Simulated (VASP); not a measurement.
Input of a VASP 6.6.1 run:

INCAR

```
PREC = Accurate
ENCUT = 600
EDIFF = 1E-6
ISMEAR = 1
SIGMA = 0.05
LREAL = False
LASPH = True
NELM = 100
ALGO = Normal
ISIF = 3
LWAVE = False
LCHARG = False
GGA = PE
IBRION = 2
NSW = 80
EDIFFG = -0.01
PSTRESS = 450.0
```

KPOINTS

```
Automatic mesh
0
Gamma
  17 17 17
```

File POSCAR:

```
Au
1.0
    2.6500000000      0.0000000000      0.0000000000
    0.0000000000      2.6500000000      0.0000000000
    0.0000000000      0.0000000000      2.6500000000
Au
1
Direct
    0.0000000000      0.0000000000      0.0000000000
```

Potentials or basis: VASP PAW PBE potentials, release 64 (Au).

The run is started by

```console
$ cat potpaw_PBE.64/Au/POTCAR > POTCAR
$ mpirun -np 1 vasp_std > vasp.out
```

Q: Estimate the relaxed volume.

A: 16.52 Å³/atom.

Q: Predict the relaxed cell.

A: a = 2.547 Å, b = 2.547 Å, c = 2.547 Å, α = 90.00°, β = 90.00°, γ = 90.00°.

Q: Predict the band gap on the k mesh.

A: Zero (an odd number of electrons rules out a gap without spin polarisation).

Q: What does it give for the space group after relaxing (to 0.1 Å)?

A: Pm-3m (No. 221).

Final structure:
```
Au
1.0
     2.54673    0.00000    0.00000
     0.00000    2.54673    0.00000
     0.00000    0.00000    2.54673
Au
1
Direct
  0.00000 0.00000 0.00000
```

Caveat: the cell is relaxed towards a set pressure, so the run minimises the enthalpy, not the energy; spin-orbit coupling is left out, which moves the levels of the heavy elements.
